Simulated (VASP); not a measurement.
# TiI2 in VASP: further runs

Runs on TiI2. Level: PBE. Tasks: single point.

All numbers are computed with VASP 6.6.1; they aren't measurements. Logs are shortened: lines on timing, memory, paths and dates and some standing lists are left out, and cuts for length are marked.

**1. The cell of the first run**

The cell holds a sheet with vacuum, 3 atoms: a = 3.522 Å, b = 3.522 Å, c = 30.442 Å, α = 90.00°, β = 90.00°, γ = 90.00°.

**2. Single point, PBE, collinear spin, ferromagnetic start**

The input, INCAR:

```
ALGO = Normal ; DIPOL = 0.5 0.5 0.296
EDIFF = 1E-7 ; ENCUT = 520
GGA = PE ; IDIPOL = 3
ISIF = 2 ; ISMEAR = 0
ISPIN = 2 ; LASPH = True
LCHARG = False ; LDIPOL = True
LMAXMIX = 4 ; LORBIT = 11
LREAL = False ; LWAVE = False
MAGMOM = 0.47 0 0 ; NBANDS = 24
NELM = 150 ; PREC = Accurate
SIGMA = 0.1
```

The input, KPOINTS:

```
k-points
0
Gamma
  14 14 1
```

The input, POSCAR:

```
TiI2
1.0
    3.5216539273      0.0000000000      0.0000000000
    0.0000000000      3.5216539273      0.0000000000
    0.0000000000      0.0000000000     30.4424104000
Ti I
1 2
Direct
    0.0000000000      0.0000000000      0.2956401902
    0.5000000000      0.5000000000      0.3523528822
    0.5000000000      0.5000000000      0.2389274981
```

Potentials or basis: VASP PAW PBE potentials, release 64 (Ti_sv, I).

Command:

```bash
cat potpaw_PBE.64/Ti_sv/POTCAR potpaw_PBE.64/I/POTCAR > POTCAR
mpirun -np 1 vasp_std > vasp.out
```

OUTCAR:

```text
EDIFF = 1E-7
   ENCUT = 520
   GGA = PE
   ISIF = 2
   ISMEAR = 0
   ISPIN = 2
   LASPH = True
   LORBIT = 11
   LREAL = False
   NELM = 150
   PREC = Accurate

 ion  position               nearest neighbor table
   1  0.000  0.000  0.296-   2 3.03   2 3.03   2 3.03   2 3.03   3 3.03   3 3.03   3 3.03   3 3.03

   2  0.500  0.500  0.352-   1 3.03   1 3.03   1 3.03   1 3.03   3 3.45
   3  0.500  0.500  0.239-   1 3.03   1 3.03   1 3.03   1 3.03   2 3.45

  LATTYP: Found a simple tetragonal cell.
 ALAT       =     3.5216539273
 C/A-ratio  =     8.6443503616

  Lattice vectors:

 A1 = (   3.5216539273,   0.0000000000,   0.0000000000)
 A2 = (   0.0000000000,   3.5216539273,   0.0000000000)
 A3 = (   0.0000000000,   0.0000000000,  30.4424104000)

Analysis of symmetry for initial positions (statically):
=====================================================================
 Subroutine PRICEL returns:
 Original cell was already a primitive cell.

 Routine SETGRP: Setting up the symmetry group for a
 simple tetragonal supercell.

 Subroutine GETGRP returns: Found 16 space group operations
 (whereof  8 operations were pure point group operations)
 out of a pool of 16 trial point group operations.

The static configuration has the point symmetry C_4v.
 The point group associated with its full space group is D_4h.

Analysis of symmetry for dynamics (positions and initial velocities):
=====================================================================
 Subroutine PRICEL returns:
 Original cell was already a primitive cell.

 Routine SETGRP: Setting up the symmetry group for a
 simple tetragonal supercell.

 Subroutine GETGRP returns: Found 16 space group operations
 (whereof  8 operations were pure point group operations)
 out of a pool of 16 trial point group operations.

The dynamic configuration has the point symmetry C_4v.
 The point group associated with its full space group is D_4h.

Analysis of structural, dynamic, and magnetic symmetry:
=====================================================================
 Subroutine PRICEL returns:
 Original cell was already a primitive cell.

 Routine SETGRP: Setting up the symmetry group for a
 simple tetragonal supercell.

 Subroutine GETGRP returns: Found 16 space group operations
 (whereof  8 operations were pure point group operations)
 out of a pool of 16 trial point group operations.

The overall configuration has the point symmetry C_4v.
 The point group associated with its full space group is D_4h.

 Subroutine INISYM returns: Found 16 space group operations
 (whereof  8 operations are pure point group operations),
 and found     1 'primitive' translations

----------------------------------------------------------------------------------------

                                     Primitive cell

  volume of cell :     377.5482

  direct lattice vectors                    reciprocal lattice vectors
     3.521653927  0.000000000  0.000000000     0.283957487  0.000000000  0.000000000
     0.000000000  3.521653927  0.000000000     0.000000000  0.283957487  0.000000000
     0.000000000  0.000000000 30.442410400     0.000000000  0.000000000  0.032848910

  length of vectors
     3.521653927  3.521653927 30.442410400     0.283957487  0.283957487  0.032848910

  position of ions in fractional coordinates (direct lattice)
     0.000000000  0.000000000  0.295640190
     0.500000000  0.500000000  0.352352882
     0.500000000  0.500000000  0.238927498

  ion indices of the primitive-cell ions
   primitive index   ion index
                 1           1
                 2           2
                 3           3

----------------------------------------------------------------------------------------

 KPOINTS: k-points

Automatic generation of k-mesh.
 Grid dimensions read from file:
 generate k-points for:   14   14    1

 Generating k-lattice:

  Cartesian coordinates                     Fractional coordinates (reciprocal lattice)
     0.020282678  0.000000000  0.000000000     0.071428571  0.000000000  0.000000000
     0.000000000  0.020282678  0.000000000     0.000000000  0.071428571  0.000000000
     0.000000000  0.000000000  0.032848910     0.000000000  0.000000000  1.000000000

  Length of vectors
     0.020282678  0.020282678  0.032848910

  Shift w.r.t. Gamma in fractional coordinates (k-lattice)
     0.000000000  0.000000000  0.000000000

 Subroutine IBZKPT returns following result:
 ===========================================

 Found     36 irreducible k-points:

 Following reciprocal coordinates:
            Coordinates               Weight
  0.000000  0.000000  0.000000      1.000000
  0.071429  0.000000  0.000000      4.000000
  0.142857  0.000000  0.000000      4.000000
  0.214286  0.000000  0.000000      4.000000
  0.285714  0.000000  0.000000      4.000000
  0.357143  0.000000  0.000000      4.000000
[... 16 lines left out ...]
  0.285714  0.214286  0.000000      8.000000
  0.357143  0.214286  0.000000      8.000000
 [... further k-points ...]
   k-points           NKPTS =     36   k-points in BZ     NKDIM =     36   number of bands    NBANDS=     24
   number of dos      NEDOS =    301   number of ions     NIONS =      3
   total plane-waves  NPLWV = 188160
   dimension x,y,z NGX =    28 NGY =   28 NGZ =  240
   dimension x,y,z NGXF=    56 NGYF=   56 NGZF=  480
   ions per type =               1   2
   NGX,Y,Z   is equivalent  to a cutoff of  13.22, 13.22, 13.11 a.u.
   NGXF,Y,Z  is equivalent  to a cutoff of  26.44, 26.44, 26.21 a.u.
 SYSTEM =  unknown system
   PREC   = accura    normal or accurate (medium, high low for compatibility)
   ISTART =      0    job   : 0-new  1-cont  2-samecut
   ICHARG =      2    charge: 1-file 2-atom 10-const
   ISPIN  =      2    spin polarized calculation?
   LNONCOLLINEAR =      F non collinear calculations
   LSORBIT =      F    spin-orbit coupling
   LASPH  =      T    aspherical Exc in radial PAW
   ENCUT  =  520.0 eV  38.22 Ry    6.18 a.u.   6.55  6.55 56.60*2*pi/ulx,y,z
   NELM   =    150;   NELMIN=  2; NELMDL= -5     # of ELM steps
   EDIFF  = 0.1E-06   stopping-criterion for ELM
   LREAL  =      F    real-space projection
   EDIFFG = 0.1E-05   stopping-criterion for IOM
   NSW    =      0    number of steps for IOM
   IBRION =     -1    ionic relax: 0-MD 1-quasi-New 2-CG
   NFREE  =      0    steps in history (QN), initial steepest desc. (CG)
   ISIF   =      2    stress and relaxation
   ISYM   =      2    0-nonsym 1-usesym 2-fastsym
   POTIM  = 0.5000    time-step for ionic-motion
   TEBEG  =    0.0;   TEEND  =   0.0 temperature during run
   PSTRESS=    0.0 pullay stress
   NELECT =      26.0000    total number of electrons
   NUPDOWN=      -1.0000    fix difference up-down
   EMIN   =  10.00;   EMAX   =-10.00  energy-range for DOS
   EFERMI =   0.00;   METHOD = LEGACY
   ISMEAR =     0;   SIGMA  =   0.10  broadening in eV -4-tet -1-fermi 0-gaus
   EFERMI_NEDOS =   21; number of points for ismear=-14 and -15
   IALGO  =     38    algorithm
   IMIX   =      4    mixing-type and parameters
     AMIX     =   0.40;   BMIX     =  1.00
     AMIX_MAG =   1.60;   BMIX_MAG =  1.00
  volume/ion in A,a.u.               =     125.85       849.27
  Fermi-wavevector in a.u.,A,eV,Ry     =   0.671030  1.268062  6.126445  0.450281
  Thomas-Fermi vector in A             =   1.746726
   LORBIT       =     11    0 simple, 1 ext, 2 COOP (PROOUT), +10 PAW based schemes
   GGA     = PE    functional components
   LHFCALC =     F    Hartree Fock is set to
   AEXX    =    0.0000 exact exchange contribution
   IVDW    =     0    specifies the selected vdW correction
   LEPSILON=     F    determine dielectric tensor
   LRPA    =     F    only Hartree local field effects (RPA)
 spin polarized calculation
 Gauss-broadening in eV      SIGMA  =   0.10
  energy-cutoff  :      520.00
  volume of cell :      377.55
 maximum number of plane-waves:     10263
 NGX is ok and might be reduce to    28
   NGX = 13   NGY = 13   NGZ =113

 dipolmoment           0.000000      0.000000     -0.000001 electrons x Angstroem

 number of electron      26.0000004 magnetization       0.4563803

 dipolmoment           0.000000      0.000000      0.000000 electrons x Angstroem

 Free energy of the ion-electron system (eV)
  ---------------------------------------------------
  ext. energy  EPLUGINS =         0.00000000
  ---------------------------------------------------
  free energy    TOTEN  =       -12.02853122 eV

  energy without entropy =      -12.02159789  energy(sigma->0) =      -12.02506456

 E-fermi :  -1.3459     XC(G=0):  -2.4948

 val. band max:       -1.3748084170   @ k =   0.2857   0.2143   0.0000
 cond. band min:      -1.3427204849   @ k =   0.2143   0.2143   0.0000
 fundamental gap:      0.0320879321
 Fermi energy:        -1.3458743672

 spin component 1

 k-point     1 :       0.0000    0.0000    0.0000
  band No.  band energies     occupation
      1     -59.3188      1.00000
      2     -35.7273      1.00000
      3     -35.5008      1.00000
      4     -35.5008      1.00000
      5     -16.3916      1.00000
      6     -15.7204      1.00000
[... 637 lines left out ...]
     23       4.3030      0.00000
     24       4.7026      0.00000

 [... further k-points ...]

 spin component 2

 k-point     1 :       0.0000    0.0000    0.0000
  band No.  band energies     occupation
      1     -58.9543      1.00000
      2     -35.2803      1.00000
      3     -35.2803      1.00000
      4     -35.0744      1.00000
      5     -16.3934      1.00000
      6     -15.7287      1.00000
[... 637 lines left out ...]
     23       4.4463      0.00000
     24       4.6844      0.00000

 [... further k-points ...]

------------------------ aborting loop because EDIFF is reached ----------------------------------------

 vacuum level on the upper side and lower side of the slab       (xc-potential included)        -0.042        -0.041

  FORCE on cell =-STRESS in cart. coord.  units (eV):
  Direction    XX          YY          ZZ          XY          YZ          ZX
  --------------------------------------------------------------------------------------
  -------------------------------------------------------------------------------------
  Total       -0.0085267     -0.0085267     -0.0046858      0.0000000      0.0000000      0.0000000
  in kB       -0.0361844     -0.0361844     -0.0198847      0.0000000      0.0000000      0.0000000
  external PRESSURE =      -0.0307512 kB  Pullay stress =       0.0000000 kB

 VOLUME and BASIS-vectors are now :
 -----------------------------------------------------------------------------
  energy-cutoff  :      520.00
  volume of cell :      377.55
      direct lattice vectors                 reciprocal lattice vectors
     3.521653927  0.000000000  0.000000000     0.283957487  0.000000000  0.000000000
     0.000000000  3.521653927  0.000000000     0.000000000  0.283957487  0.000000000
     0.000000000  0.000000000 30.442410400     0.000000000  0.000000000  0.032848910

 POSITION                                       TOTAL-FORCE (eV/Angst)
 -----------------------------------------------------------------------------------
      0.00000      0.00000      9.00000         0.000000     -0.000000     -0.000000
      1.76083      1.76083     10.72647        -0.000000     -0.000000      0.001245
      1.76083      1.76083      7.27353        -0.000000      0.000000     -0.001245
 -----------------------------------------------------------------------------------
    total drift:                               -0.000000      0.000000      0.000060

  FREE ENERGIE OF THE ION-ELECTRON SYSTEM (eV)
  ---------------------------------------------------
  free  energy   TOTEN  =       -12.0285312239 eV

  energy  without entropy=      -12.0215978876  energy(sigma->0) =      -12.02506456

 vacuum level on the upper side and lower side of the slab         2.531         2.531

 total charge

# of ion       s       p       d       tot
------------------------------------------
    1        2.106   6.033   1.939  10.078
    2        1.519   2.761   0.040   4.320
    3        1.519   2.761   0.040   4.320
--------------------------------------------------
tot          5.144  11.555   2.018  18.717

 magnetization (x)

# of ion       s       p       d       tot
------------------------------------------
    1        0.004   0.004   0.376   0.384
    2       -0.001  -0.018   0.002  -0.016
    3       -0.001  -0.018   0.002  -0.016
--------------------------------------------------
tot          0.003  -0.031   0.381   0.352
```

It took 28 min on 1 thread of Intel Xeon Platinum 8259CL at 2.50GHz (Skylake/Cascade Lake), shared host; peak memory 0.93 GiB.

What came out:

| Property | Result |
| --- | --- |
| Free energy | -12.0285 eV |
| Net moment | 0.46 μB per cell |
| Site moments | Ti +0.38; I -0.02 μB |
| Valence electrons inside the program's atomic spheres | Ti 10.08; I 4.32 |

Levels at points of the mesh, in eV from the Fermi level:
Spin up:
```tsv
k point	band 9	band 10	band 11	band 12	band 13	band 14	band 15	band 16	band 17	band 18
(0.00, 0.00, 0.00)	-2.39	-2.39	-2.17	-2.17	-1.43	-0.54	0.48	1.55	1.55	2.35
(0.50, 0.00, 0.00)	-4.94	-3.02	-2.45	-1.20	-1.02	0.20	0.84	1.07	1.37	2.72
(0.50, 0.50, 0.00)	-5.49	-5.49	-4.68	-1.80	-0.89	1.06	1.06	1.24	1.57	1.97
```
Spin down:
```tsv
k point	band 10	band 11	band 12	band 13	band 14	band 15	band 16	band 17
(0.00, 0.00, 0.00)	-2.36	-2.18	-2.18	-1.39	0.33	0.82	1.67	1.67
(0.50, 0.00, 0.00)	-3.00	-2.36	-1.05	-0.81	0.37	1.20	1.40	1.60
(0.50, 0.50, 0.00)	-5.48	-4.63	-1.80	-0.14	1.18	1.18	1.32	1.87
```

Caveat: spin-orbit coupling is left out, which moves the levels of the heavy elements; semilocal functionals often make such compounds metallic where correlation or magnetic order opens a gap, which also shifts bond lengths.

**3. Single point, PBE, collinear spin, ferromagnetic start**

This run uses another cell than the first one, of 126.16 Å³/atom, 1.002 times its volume.

The input, INCAR:

```
  PREC = Accurate
  ENCUT = 520
  EDIFF = 1E-7
  ISMEAR = 0
  SIGMA = 0.1
  LREAL = F
  LASPH = T
  NELM = 150
  ALGO = Normal
  ISIF = 2
  LWAVE = F
  LCHARG = F
  ISPIN = 2
  MAGMOM = 0.47 0 0
  LORBIT = 11
  LMAXMIX = 4
  LDIPOL = T
  IDIPOL = 3
  DIPOL = 0.5 0.5 0.296
  GGA = PE
  NBANDS = 24
```

The input, KPOINTS:

```
regular mesh
0
Gamma
  14 14 1
```

The input, POSCAR:

```
TiI2
1.0
    3.5259580294      0.0000000000      0.0000000000
    0.0000000000      3.5259580294      0.0000000000
    0.0000000000      0.0000000000     30.4424104000
Ti I
1 2
Direct
    0.0000000000      0.0000000000      0.2956401902
    0.5000000000      0.5000000000      0.3523308988
    0.5000000000      0.5000000000      0.2389494815
```

Potentials or basis: VASP PAW PBE potentials, release 64 (Ti_sv, I).

Command:

```bash
cat potpaw_PBE.64/Ti_sv/POTCAR potpaw_PBE.64/I/POTCAR > POTCAR
mpirun -np 1 vasp_std > vasp.out
```

Wall time 24 min (1 thread of Intel Xeon Platinum 8259CL at 2.50GHz (Skylake/Cascade Lake), shared host); peak memory 0.93 GiB.

Results (log left out):

```yaml
Free_energy: -12.0284 eV
Largest_force: 0.007 eV/Å
Net_moment: 0.46 μB per cell
Site_moments: Ti +0.39; I -0.02 μB
Valence_electrons_inside_the_program's_atomic_spheres: Ti 10.08; I 4.32
```

Forces in eV/Å, atoms in the order of the input:
```
Ti   0.000  0.000  0.000
I    0.000  0.000  0.007
I    0.000  0.000 -0.007
```

Levels at points of the mesh, in eV from the Fermi level:
Spin up:
| k point | band 11 | band 12 | band 13 | band 14 | band 15 | band 16 |
| --- | --- | --- | --- | --- | --- | --- |
| (0.00, 0.00, 0.00) | -2.18 | -2.18 | -1.43 | -0.55 | 0.47 | 1.54 |
| (0.50, 0.00, 0.00) | -2.46 | -1.20 | -1.04 | 0.20 | 0.83 | 1.06 |
| (0.50, 0.50, 0.00) | -4.68 | -1.80 | -0.89 | 1.06 | 1.06 | 1.23 |
Spin down:
```tsv
k point	band 9	band 10	band 11	band 12	band 13	band 14	band 15	band 16	band 17	band 18
(0.00, 0.00, 0.00)	-2.36	-2.36	-2.19	-2.19	-1.39	0.34	0.82	1.66	1.66	2.44
(0.50, 0.00, 0.00)	-4.92	-2.99	-2.37	-1.06	-0.81	0.37	1.19	1.39	1.59	2.90
(0.50, 0.50, 0.00)	-5.47	-5.47	-4.63	-1.80	-0.13	1.18	1.18	1.31	1.86	2.26
```

Caveat: spin-orbit coupling is left out, which moves the levels of the heavy elements; semilocal functionals often make such compounds metallic where correlation or magnetic order opens a gap, which also shifts bond lengths.

**4. Single point, PBE, collinear spin, ferromagnetic start**

This run uses another cell than the first one, of 70.02 Å³/atom, 0.556 times its volume.

The input, INCAR:

```
SYSTEM = TiI2
  PREC = Accurate
  ENCUT = 520
  EDIFF = 1E-7
  ISMEAR = 0
  SIGMA = 0.1
  LREAL = .False.
  LASPH = .True.
  NELM = 150
  ALGO = Normal
  ISIF = 2
  LWAVE = .False.
  LCHARG = .False.
  ISPIN = 2
  MAGMOM = 1 0 0
  LORBIT = 11
  LMAXMIX = 4
  LDIPOL = .True.
  IDIPOL = 3
  DIPOL = 0.5 0.5 0.500
  GGA = PE
  NBANDS = 24
```

The input, KPOINTS:

```
Automatic mesh
0
Gamma
  6 6 1
  0 0 0
```

The input, POSCAR:

```
TiI2
1.0
    3.4162332900      0.0000000000      0.0000000000
    0.0000000000      3.4162332900      0.0000000000
    0.0000000000      0.0000000000     18.0000000000
Ti I
1 2
Direct
    0.0000000000      0.0000000000      0.5000000000
    0.5000000000      0.5000000000      0.5922557000
    0.5000000000      0.5000000000      0.4077443000
```

Command:

```bash
cat potpaw_PBE.64/Ti_sv/POTCAR potpaw_PBE.64/I/POTCAR > POTCAR
mpirun -np 1 vasp_std > vasp.out
```

It took 3.8 min on 1 thread of Intel Xeon Platinum 8259CL at 2.50GHz (Skylake/Cascade Lake), shared host; peak memory 0.42 GiB.

The run converged. Its results:

* Free energy: -11.9129 eV
* Largest force: 0.644 eV/Å
* Net moment: 0.32 μB per cell
* Site moments: Ti +0.26; I -0.01 μB
* Valence electrons inside the program's atomic spheres: Ti 10.16; I 4.35

Forces in eV/Å, atoms in the order of the input:
```
Ti   0.000  0.000  0.000
I    0.000  0.000  0.644
I    0.000  0.000 -0.644
```

Levels at points of the mesh, in eV from the Fermi level:
Spin up:
| k point | band 10 | band 11 | band 12 | band 13 | band 14 | band 15 | band 16 | band 17 |
| --- | --- | --- | --- | --- | --- | --- | --- | --- |
| (0.00, 0.00, 0.00) | -2.35 | -2.05 | -2.05 | -1.55 | -0.31 | 0.72 | 2.01 | 2.01 |
| (0.50, 0.00, 0.00) | -3.02 | -2.46 | -1.20 | -0.69 | 0.34 | 1.23 | 1.48 | 1.88 |
| (0.50, 0.50, 0.00) | -5.84 | -4.87 | -1.56 | -0.80 | 1.35 | 1.35 | 1.61 | 1.97 |
Spin down:
```tsv
k point	band 11	band 12	band 13	band 14	band 15	band 16
(0.00, 0.00, 0.00)	-2.05	-2.05	-1.53	0.25	0.98	2.09
(0.50, 0.00, 0.00)	-2.39	-0.94	-0.71	0.46	1.57	1.60
(0.50, 0.50, 0.00)	-4.83	-1.56	-0.31	1.43	1.43	1.66
```

Caveat: spin-orbit coupling is left out, which moves the levels of the heavy elements; semilocal functionals often make such compounds metallic where correlation or magnetic order opens a gap, which also shifts bond lengths.

**5. Summary**

```tsv
cell	k mesh	gap on the mesh (eV)	moment (μB)	largest force (eV/Å)
a = 3.522, b = 3.522, c = 30.442 Å, 3 atoms	14 × 14 × 1	none	0.46	-
a = 3.526, b = 3.526, c = 30.442 Å, 3 atoms	14 × 14 × 1	none	0.46	0.01
a = 3.416, b = 3.416, c = 18.000 Å, 3 atoms	6 × 6 × 1	none	0.32	0.64
```

Alike in all rows: task single point; level PBE; potentials or basis VASP PAW PBE potentials, release 64 (Ti_sv, I); spin collinear, ferromagnetic start; cutoff (eV) 520; smearing gaussian 0.1 eV.

Caveats: spin-orbit coupling is left out, which moves the levels of the heavy elements; semilocal functionals often make such compounds metallic where correlation or magnetic order opens a gap, which also shifts bond lengths.

Absolute energies hang on the potentials; compare differences alone.
